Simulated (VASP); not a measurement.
# Si (C2) in VASP: further runs

Si is run at these levels: PBE; tasks: single point.

Everything below comes from runs of VASP 6.6.1. Logs are shortened: lines on timing, memory, paths and dates and some standing lists are left out, and cuts for length are marked.

**1. The cell of the first run**

Symmetry: C2, No. 5, monoclinic system. Conventional cell: a = 13.758 Å, b = 3.822 Å, c = 6.513 Å, α = 90.00°, β = 97.10°, γ = 90.00°. Si (site symmetry 1) has 4 Si at 2.37 to 2.52 Å within 3.1 Å. Si (site symmetry 1) has 4 Si at 2.37 to 2.42 Å within 3.1 Å. Within 3.1 Å of Si (site symmetry 1) lie 4 Si at 2.33 to 2.52 Å. Within 3.1 Å of Si (site symmetry 1) lie 4 Si at 2.34 to 2.52 Å.

**2. Single point, PBE (atoms displaced along a vibrational mode, the cell strained)**

INCAR

```
SYSTEM = Si
ALGO = Normal
EDIFF = 1E-6
ENCUT = 520
GGA = PE
ISIF = 2
ISMEAR = 0
LASPH = .True.
LCHARG = .False.
LREAL = .False.
LWAVE = .False.
NBANDS = 26
NELM = 100
PREC = Accurate
SIGMA = 0.03
```

KPOINTS

```
k-points
0
Gamma
  10 10 6
  0 0 0
```

POSCAR

```
Si
1.0
    6.8787226371     -1.9109151862     -0.0337271026
    6.8787226371      1.9109151862     -0.0337271026
   -0.7735169406      0.0000000000      6.4667988959
Si
8
Direct
   -0.0089030857      0.1202274187      0.8741221558
    0.8797725813      1.0089030857      0.1258778442
    0.4876998543      0.6307607171      0.6536328742
    0.3692392829      0.5123001457      0.3463671258
    0.3934008639      0.0323862543      0.0570686657
    0.9676137457      0.6065991361      0.9429313343
    0.6826141483      0.7714373909      0.5855965457
    0.2285626091      0.3173858517      0.4144034543
```

Potentials or basis: VASP PAW PBE potentials, release 64 (Si).

Started as:

```bash
> cat potpaw_PBE.64/Si/POTCAR > POTCAR
> mpirun -np 1 vasp_std > vasp.out
```

OUTCAR:

```text
SYSTEM = Si
   EDIFF = 1E-6
   ENCUT = 520
   GGA = PE
   ISIF = 2
   ISMEAR = 0
   LASPH = .True.
   LREAL = .False.
   NELM = 100
   PREC = Accurate

 ion  position               nearest neighbor table
   1  0.991  0.120  0.874-   3 2.37   2 2.38   3 2.42   5 2.52
   2  0.880  0.009  0.126-   4 2.37   1 2.38   4 2.42   6 2.52
   3  0.488  0.631  0.654-   1 2.37   7 2.41   1 2.42   4 2.42
   4  0.369  0.512  0.346-   2 2.37   8 2.41   2 2.42   3 2.42
   5  0.393  0.032  0.057-   6 2.33   6 2.33   1 2.52   8 2.52
   6  0.968  0.607  0.943-   5 2.33   5 2.33   2 2.52   7 2.52
   7  0.683  0.771  0.586-   8 2.34   8 2.34   3 2.41   6 2.52
   8  0.229  0.317  0.414-   7 2.34   7 2.34   4 2.41   5 2.52

  LATTYP: Found a base centered monoclinic cell.
 ALAT       =    13.7576106407
 B/A-ratio  =     0.2777975386
 C/A-ratio  =     0.4734031462
 COS(beta)  =    -0.1236338856

  Lattice vectors:

 A1 = (   6.8787226371,  -1.9109151862,  -0.0337271026)
 A2 = (   6.8787226371,   1.9109151862,  -0.0337271026)
 A3 = (  -0.7735169406,   0.0000000000,   6.4667988959)

Analysis of symmetry for initial positions (statically):
=====================================================================
 Subroutine PRICEL returns:
 Original cell was already a primitive cell.

 Routine SETGRP: Setting up the symmetry group for a
 base centered monoclinic supercell.

 Subroutine GETGRP returns: Found  2 space group operations
 (whereof  2 operations were pure point group operations)
 out of a pool of  4 trial point group operations.

The static configuration has the point symmetry C_2 .

Analysis of symmetry for dynamics (positions and initial velocities):
=====================================================================
 Subroutine PRICEL returns:
 Original cell was already a primitive cell.

 Routine SETGRP: Setting up the symmetry group for a
 base centered monoclinic supercell.

 Subroutine GETGRP returns: Found  2 space group operations
 (whereof  2 operations were pure point group operations)
 out of a pool of  4 trial point group operations.

The dynamic configuration has the point symmetry C_2 .

 Subroutine INISYM returns: Found  2 space group operations
 (whereof  2 operations are pure point group operations),
 and found     1 'primitive' translations

[... 111 lines left out ...]
   NFREE  =      0    steps in history (QN), initial steepest desc. (CG)
   ISIF   =      2    stress and relaxation
   ISYM   =      2    0-nonsym 1-usesym 2-fastsym
   POTIM  = 0.5000    time-step for ionic-motion
   TEBEG  =    0.0;   TEEND  =   0.0 temperature during run
   PSTRESS=    0.0 pullay stress
   NELECT =      32.0000    total number of electrons
   NUPDOWN=      -1.0000    fix difference up-down
   EMIN   =  10.00;   EMAX   =-10.00  energy-range for DOS
   EFERMI =   0.00;   METHOD = LEGACY
   ISMEAR =     0;   SIGMA  =   0.03  broadening in eV -4-tet -1-fermi 0-gaus
   EFERMI_NEDOS =   21; number of points for ismear=-14 and -15
   IALGO  =     38    algorithm
   IMIX   =      4    mixing-type and parameters
     AMIX     =   0.40;   BMIX     =  1.00
     AMIX_MAG =   1.60;   BMIX_MAG =  1.00
  volume/ion in A,a.u.               =      21.24       143.32
  Fermi-wavevector in a.u.,A,eV,Ry     =   0.938398  1.773314 11.981156  0.880590
  Thomas-Fermi vector in A             =   2.065605
   LORBIT       =      0    0 simple, 1 ext, 2 COOP (PROOUT), +10 PAW based schemes
   GGA     = PE    functional components
   LHFCALC =     F    Hartree Fock is set to
   AEXX    =    0.0000 exact exchange contribution
   IVDW    =     0    specifies the selected vdW correction
   LEPSILON=     F    determine dielectric tensor
   LRPA    =     F    only Hartree local field effects (RPA)
 non-spin polarized calculation
 Gauss-broadening in eV      SIGMA  =   0.03
  energy-cutoff  :      520.00
  volume of cell :      169.91
 maximum number of plane-waves:      4598
 NGX is ok and might be reduce to    54
   NGX = 27   NGY = 27   NGZ = 25

 number of electron      32.0000001 magnetization

 Free energy of the ion-electron system (eV)
  ---------------------------------------------------
  ext. energy  EPLUGINS =         0.00000000
  ---------------------------------------------------
  free energy    TOTEN  =       -41.78782954 eV

  energy without entropy =      -41.78782941  energy(sigma->0) =      -41.78782947

 E-fermi :   5.8085     XC(G=0):  -9.1716

 val. band max:        5.7345652878   @ k =   0.0000   0.0000   0.0000
 cond. band min:       5.8901524502   @ k =  -0.4000   0.2000   0.1667
 fundamental gap:      0.1555871624
 Fermi energy:         5.8085065701

 k-point     1 :       0.0000    0.0000    0.0000
  band No.  band energies     occupation
      1      -6.5891      2.00000
      2      -4.3030      2.00000
      3      -4.1923      2.00000
      4      -3.8342      2.00000
      5      -1.4198      2.00000
      6      -1.2770      2.00000
[... 685 lines left out ...]
     25       8.9045      0.00000
     26       9.1671      0.00000

 [... further k-points ...]

------------------------ aborting loop because EDIFF is reached ----------------------------------------

  FORCE on cell =-STRESS in cart. coord.  units (eV):
  Direction    XX          YY          ZZ          XY          YZ          ZX
  --------------------------------------------------------------------------------------
  -------------------------------------------------------------------------------------
  Total       -1.6641528     -1.4276103     -5.6737940      0.0000000      0.0000000     -1.4468236
  in kB      -15.6924230    -13.4619033    -53.5020429      0.0000000      0.0000000    -13.6430784
  external PRESSURE =     -27.5521231 kB  Pullay stress =       0.0000000 kB

 VOLUME and BASIS-vectors are now :
 -----------------------------------------------------------------------------
  energy-cutoff  :      520.00
  volume of cell :      169.91
      direct lattice vectors                 reciprocal lattice vectors
     6.878722637 -1.910915186 -0.033727103     0.072730569 -0.261654732  0.008699563
     6.878722637  1.910915186 -0.033727103     0.072730569  0.261654732  0.008699563
    -0.773516941  0.000000000  6.466798896     0.000758642  0.000000000  0.154726757

 POSITION                                       TOTAL-FORCE (eV/Angst)
 -----------------------------------------------------------------------------------
      6.96834     -1.66416      5.61529         0.497246     -0.506295      0.305670
      6.01558     -1.66416      0.78405        -0.497246     -0.506295     -0.305670
      7.18798      0.27338      4.18919        -0.112353     -0.298971     -0.046463
      5.79594      0.27338      2.21015         0.112353     -0.298971      0.046463
      2.88473     -0.68987      0.35469        -0.754245      1.289643      0.671175
     10.09920     -0.68987      6.04465         0.754245      1.289643     -0.671175
      9.54905      0.16973      3.73789         0.021243     -0.484377      0.819031
      3.43488      0.16973      2.66145        -0.021243     -0.484377     -0.819031
 -----------------------------------------------------------------------------------
    total drift:                               -0.000000      0.000063      0.000000

  FREE ENERGIE OF THE ION-ELECTRON SYSTEM (eV)
  ---------------------------------------------------
  free  energy   TOTEN  =       -41.7878295416 eV

  energy  without entropy=      -41.7878294053  energy(sigma->0) =      -41.78782947
```

OSZICAR:

```text
N       E                     dE             d eps       ncg     rms          rms(c)
DAV:   1     0.641094775356E+02    0.64109E+02   -0.11802E+04  8944   0.100E+03
DAV:   2    -0.371590450967E+02   -0.10127E+03   -0.93366E+02 11124   0.145E+02
DAV:   3    -0.423804941103E+02   -0.52214E+01   -0.51133E+01 11838   0.300E+01
DAV:   4    -0.424829515439E+02   -0.10246E+00   -0.10211E+00 11318   0.518E+00
DAV:   5    -0.424856196446E+02   -0.26681E-02   -0.26656E-02 11688   0.802E-01    0.889E+00
DAV:   6    -0.419740553263E+02    0.51156E+00   -0.34075E-01 10590   0.245E+00    0.530E+00
DAV:   7    -0.417834895305E+02    0.19057E+00   -0.56968E-01 10838   0.297E+00    0.539E-01
DAV:   8    -0.417860279773E+02   -0.25384E-02   -0.63417E-02 10596   0.121E+00    0.350E-01
DAV:   9    -0.417871538768E+02   -0.11259E-02   -0.47843E-03 11354   0.332E-01    0.163E-01
DAV:  10    -0.417876441730E+02   -0.49030E-03   -0.11001E-03 10166   0.141E-01    0.608E-02
DAV:  11    -0.417878070478E+02   -0.16287E-03   -0.20992E-04 10688   0.687E-02    0.239E-02
DAV:  12    -0.417878255768E+02   -0.18529E-04   -0.34843E-05 10930   0.269E-02    0.866E-03
DAV:  13    -0.417878288596E+02   -0.32828E-05   -0.84660E-06 10246   0.129E-02    0.296E-03
DAV:  14    -0.417878295416E+02   -0.68197E-06   -0.60918E-07  7224   0.385E-03
   1 F= -.41787830E+02 E0= -.41787829E+02  d E =-.136226E-06
```

stdout:

```text
POSCAR found type information on POSCAR Si
 POSCAR found :  1 types and       8 ions
 scaLAPACK will be used
 LDA part: xc-table for (Slater+PW92), standard interpolation
 POSCAR, INCAR and KPOINTS ok, starting setup
 FFT: planning ... GRIDC
 FFT: planning ... GRID_SOFT
 FFT: planning ... GRID
 WAVECAR not read
 entering main loop
```

It took 12 min on 1 thread of Intel Xeon Platinum 8559C (Emerald Rapids), shared host; peak memory 0.7 GiB.

Results:

| Item | Value |
| --- | --- |
| Free energy | -41.7878 eV |
| Pressure | -2.8 GPa |
| Largest force | 1.638 eV/Å |
| Band gap on the k mesh | 0.16 eV (least direct gap 0.92 eV) |

Forces in eV/Å, atoms in the order of the input:
```
Si   0.497 -0.506  0.306
Si  -0.497 -0.506 -0.306
Si  -0.112 -0.299 -0.046
Si   0.112 -0.299  0.046
Si  -0.754  1.290  0.671
Si   0.754  1.290 -0.671
Si   0.021 -0.484  0.819
Si  -0.021 -0.484 -0.819
```

Stress tensor (GPa, compression positive):
```
-1.57  0.00 -1.36
 0.00 -1.35  0.00
-1.36  0.00 -5.35
```

Caveat: the cell differs from its parent crystal (atoms displaced along a vibrational mode, the cell strained); semilocal functionals underestimate gaps, and a narrow one can read as zero; forces of over 1 eV/Å act on the atoms, so gaps and moduli don't describe the material at rest.

**3. Single point, PBE (atoms displaced along a vibrational mode, the cell strained)**

INCAR

```
SYSTEM = Si
PREC = Accurate
ENCUT = 520
EDIFF = 1E-7
ISMEAR = 0
SIGMA = 0.03
LREAL = .False.
LASPH = .True.
NELM = 100
ALGO = Normal
ISIF = 2
LWAVE = .False.
LCHARG = .False.
GGA = PE
NBANDS = 26
```

KPOINTS

```
Automatic mesh
0
Gamma
  10 10 6
  0 0 0
```

POSCAR

```
Si
1.0
    7.1118295019     -1.9785855778      0.0527465744
    7.1118295019      1.9785855778      0.0527465744
   -0.7206036348      0.0000000000      6.0244301646
Si
8
Direct
    0.0427491161      0.0685752169      0.8741221558
    0.9314247831      0.9572508839      0.1258778442
    0.5449241994      0.5735363720      0.6536328742
    0.4264636280      0.4550758006      0.3463671258
    0.2489950201      0.1767920981      0.0570686657
    0.8232079019      0.7510049799      0.9429313343
    0.7181434453      0.7359080939      0.5855965457
    0.2640919061      0.2818565547      0.4144034543
```

Potentials or basis: VASP PAW PBE potentials, release 64 (Si).

Started as:

```bash
> cat potpaw_PBE.64/Si/POTCAR > POTCAR
> mpirun -np 1 vasp_std > vasp.out
```

Run time: 12 min. Hardware: 1 thread of AMD EPYC 9R45 (Zen 5), shared host; peak memory 0.69 GiB.

It converged, with:

| Property | Result |
| --- | --- |
| Free energy | -42.5828 eV |
| Pressure | 0.3 GPa |
| Largest force | 0.767 eV/Å |
| Band gap on the k mesh | 0.03 eV (least direct gap 0.24 eV) |

Forces in eV/Å, atoms in the order of the input:
```
Si   0.444 -0.070  0.042
Si  -0.444 -0.070 -0.042
Si   0.375 -0.068 -0.025
Si  -0.375 -0.068  0.025
Si  -0.123  0.109 -0.685
Si   0.123  0.109  0.685
Si  -0.275  0.030 -0.715
Si   0.275  0.030  0.715
```

Stress tensor (GPa, compression positive):
```
-3.08  0.00 -0.36
 0.00 -2.74  0.00
-0.36  0.00  6.66
```

Levels at points of the mesh, in eV from the valence-band top:
| k point | band 12 | band 13 | band 14 | band 15 | band 16 | band 17 | band 18 | band 19 | band 20 | band 21 |
| --- | --- | --- | --- | --- | --- | --- | --- | --- | --- | --- |
| (0.00, 0.00, 0.00) | -1.31 | -1.05 | -0.77 | -0.64 | 0.00 | 0.24 | 0.98 | 1.11 | 1.61 | 2.07 |
| (0.50, 0.00, 0.00) | -3.27 | -2.98 | -2.84 | -2.35 | -2.07 | 0.83 | 1.39 | 1.69 | 2.43 | 2.87 |
| (0.50, 0.50, 0.00) | -1.95 | -1.59 | -1.48 | -0.91 | -0.29 | 0.10 | 1.11 | 1.67 | 1.90 | 2.02 |
| (0.00, 0.00, 0.50) | -2.49 | -1.84 | -1.51 | -1.29 | -1.18 | 0.55 | 1.00 | 1.52 | 2.06 | 2.22 |
| (0.50, 0.00, 0.50) | -3.27 | -2.11 | -1.71 | -1.64 | -1.40 | 1.08 | 1.32 | 1.84 | 1.97 | 2.41 |
| (0.50, 0.50, 0.50) | -2.59 | -2.00 | -1.56 | -1.51 | -1.24 | 0.03 | 0.96 | 1.08 | 2.26 | 2.53 |

Caveat: the cell differs from its parent crystal (atoms displaced along a vibrational mode, the cell strained); the stress differs along the axes, from -3 to 7 GPa; semilocal functionals underestimate gaps, and a narrow one can read as zero. A k mesh can miss the band edges.

**4. Single point, PBE (atoms displaced along a vibrational mode)**

INCAR

```
SYSTEM = Si
PREC = Accurate
ENCUT = 520
EDIFF = 1E-7
ISMEAR = 0
SIGMA = 0.03
LREAL = .FALSE.
LASPH = .TRUE.
NELM = 80
ALGO = Normal
ISIF = 2
LWAVE = .FALSE.
LCHARG = .FALSE.
GGA = PE
NBANDS = 26
```

KPOINTS

```
Automatic mesh
0
G
  10 10 6
  0 0 0
```

POSCAR

```
Si
1.0
    6.9563139221     -1.9334397594     -0.0049437215
    6.9563139221      1.9334397594     -0.0049437215
   -0.7559043688      0.0000000000      6.3195533039
Si
8
Direct
    0.0169230152      0.0944013178      0.8741221558
    0.9055986822      0.9830769848      0.1258778442
    0.5163120269      0.6021485445      0.6536328742
    0.3978514555      0.4836879731      0.3463671258
    0.3211979420      0.1045891762      0.0570686657
    0.8954108238      0.6788020580      0.9429313343
    0.7003787968      0.7536727424      0.5855965457
    0.2463272576      0.2996212032      0.4144034543
```

Started as:

```bash
> cat potpaw_PBE.64/Si/POTCAR > POTCAR
> mpirun -np 1 vasp_std > vasp.out
```

Wall time 13 min (1 thread of Intel Xeon Platinum 8488C (Sapphire Rapids), shared host); peak memory 0.69 GiB.

The run converged. Its results:

```yaml
Free_energy: -42.5482 eV
Pressure: -1.4 GPa
Largest_force: 0.794 eV/Å
Band_gap_on_the_k_mesh: 0.54 eV (least direct gap 1.04 eV)
```

Forces on the atoms (eV/Å):
```
Si   0.350 -0.254  0.184
Si  -0.350 -0.254 -0.184
Si   0.051 -0.188 -0.036
Si  -0.051 -0.188  0.036
Si  -0.372  0.643  0.280
Si   0.372  0.643 -0.280
Si  -0.019 -0.202  0.356
Si   0.019 -0.202 -0.356
```

Stress tensor (GPa, compression positive):
```
-1.56  0.00 -0.97
 0.00 -1.04  0.00
-0.97  0.00 -1.62
```

Levels at points of the mesh, in eV from the valence-band top:
```
           k point  band 14  band 15  band 16  band 17  band 18  band 19
(0.00, 0.00, 0.00)    -0.81    -0.72     0.00     1.04     1.21     1.49
(0.50, 0.00, 0.00)    -2.83    -2.22    -1.83     0.66     1.45     1.54
(0.50, 0.50, 0.00)    -1.33    -1.26    -0.26     0.81     1.02     1.83
(0.00, 0.00, 0.50)    -1.63    -1.10    -0.77     0.90     1.10     1.64
(0.50, 0.00, 0.50)    -1.95    -1.78    -1.47     0.78     1.01     1.34
(0.50, 0.50, 0.50)    -1.73    -1.25    -1.24     0.65     1.09     1.19
```

Caveat: the cell differs from its parent crystal (atoms displaced along a vibrational mode); semilocal functionals underestimate gaps, and a narrow one can read as zero.

**5. Single point, PBE (atoms displaced along a vibrational mode, the cell strained)**

INCAR

```
SYSTEM = Si
PREC = Accurate
ENCUT = 520
EDIFF = 1E-6
ISMEAR = 0
SIGMA = 0.03
LREAL = .False.
LASPH = .True.
NELM = 80
ALGO = Normal
ISIF = 2
LWAVE = .False.
LCHARG = .False.
GGA = PE
NBANDS = 26
```

KPOINTS

```
regular mesh
0
Gamma
  10 10 6
  0 0 0
```

POSCAR

```
Si
1.0
    6.8787226371     -1.9109151862     -0.0337271026
    6.8787226371      1.9109151862     -0.0337271026
   -0.7735169406      0.0000000000      6.4667988959
Si
8
Direct
    0.0040099648      0.1073143682      0.8741221558
    0.8926856318      0.9959900352      0.1258778442
    0.5020059406      0.6164546308      0.6536328742
    0.3835453692      0.4979940594      0.3463671258
    0.3572994030      0.0684877152      0.0570686657
    0.9315122848      0.6427005970      0.9429313343
    0.6914964726      0.7625550666      0.5855965457
    0.2374449334      0.3085035274      0.4144034543
```

Started as:

```bash
> cat potpaw_PBE.64/Si/POTCAR > POTCAR
> mpirun -np 1 vasp_std > vasp.out
```

It took 34 min on 1 thread of Intel Xeon 8259CL, shared host; peak memory 0.67 GiB.

It converged, with:

- Free energy: -42.2024 eV
- Pressure: -2.1 GPa
- Largest force: 1.271 eV/Å
- Band gap on the k mesh: 0.35 eV (least direct gap 1.17 eV)

Forces in eV/Å, atoms in the order of the input:
```
Si   0.369 -0.371  0.252
Si  -0.369 -0.371 -0.252
Si  -0.117 -0.235 -0.027
Si   0.117 -0.235  0.027
Si  -0.592  0.971  0.569
Si   0.592  0.971 -0.569
Si   0.063 -0.365  0.704
Si  -0.063 -0.365 -0.704
```

Stress tensor (GPa, compression positive):
```
-0.92  0.00 -1.12
 0.00 -0.34  0.00
-1.12  0.00 -5.01
```

Levels at points of the mesh, in eV from the valence-band top:
```csv
k point,band 14,band 15,band 16,band 17,band 18,band 19
"(0.00, 0.00, 0.00)",-0.78,-0.59,0.00,1.23,1.32,1.41
"(0.50, 0.00, 0.00)",-2.87,-2.19,-1.71,0.51,1.31,1.46
"(0.50, 0.50, 0.00)",-1.28,-1.19,-0.26,0.91,1.15,1.54
"(0.00, 0.00, 0.50)",-1.59,-1.13,-0.60,1.03,1.07,1.63
"(0.50, 0.00, 0.50)",-2.09,-1.87,-1.45,0.49,0.73,0.99
"(0.50, 0.50, 0.50)",-1.89,-1.38,-1.13,0.95,1.06,1.22
```

Caveat: the cell differs from its parent crystal (atoms displaced along a vibrational mode, the cell strained); semilocal functionals underestimate gaps, and a narrow one can read as zero; forces of over 1 eV/Å act on the atoms, so gaps and moduli don't describe the material at rest. A k mesh can miss the band edges.

**6. Summary**

| cell | gap on the mesh (eV) | pressure (GPa) | largest force (eV/Å) |
| --- | --- | --- | --- |
| a = 7.139, b = 7.139, c = 6.513 Å, angles 96.8, 96.8, 31.1°, 8 atoms, atomic positions A | 0.16 | -2.8 | 1.64 |
| a = 7.382, b = 7.382, c = 6.067 Å, angles 96.2, 96.2, 31.1°, 8 atoms, atomic positions B | 0.03 | 0.3 | 0.77 |
| a = 7.220, b = 7.220, c = 6.365 Å, angles 96.6, 96.6, 31.1°, 8 atoms, atomic positions C | 0.54 | -1.4 | 0.79 |
| a = 7.139, b = 7.139, c = 6.513 Å, angles 96.8, 96.8, 31.1°, 8 atoms, atomic positions D | 0.35 | -2.1 | 1.27 |

Alike in all rows: task single point; level PBE; potentials or basis VASP PAW PBE potentials, release 64 (Si); no spin polarisation; k mesh 10 × 10 × 6; cutoff (eV) 520; smearing gaussian 0.03 eV.

Caveats: semilocal functionals underestimate gaps, and a narrow one can read as zero; forces of over 1 eV/Å act on the atoms, so gaps and moduli don't describe the material at rest (at least some runs); the stress differs along the axes, from -3 to 7 GPa (at least some runs).

Absolute energies hang on the potentials; compare differences alone.
